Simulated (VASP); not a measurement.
LiH:

```xyz
2
Lattice="0.0000 2.1022 1.9985 2.1022 0.0000 1.9985 2.1022 2.1022 0.0000" Properties=species:S:1:pos:R:3 pbc="T T T"
Li    0.0000    0.0000    0.0000
H     2.1022    2.1022    1.9985
```

This cell differs from its parent crystal: biaxial xy strain +5.2%.

Base run:

* Program: VASP 6.6.1
* Functional: HSE06
* Potentials or basis: VASP PAW PBE potentials, release 64 (Li_sv, H)
* Cutoff: 520 eV
* k mesh: 8 × 8 × 8
* Occupations: gaussian, width 0.01 eV
* Spin: no spin polarisation

Its results: band gap on the k mesh 3.54 eV, indirect (least direct gap 3.94 eV).

**Question.** The run is repeated on the same cell with these changes: functional from HSE06 to r2SCAN; k mesh from 8 × 8 × 8 to 10 × 10 × 10. What comes out?

**Answer.** Band gap on the k mesh 3.18 eV, indirect (least direct gap 3.54 eV).

Several settings changed at once, so the effect can't be laid on one alone.

A k mesh can miss the band edges.
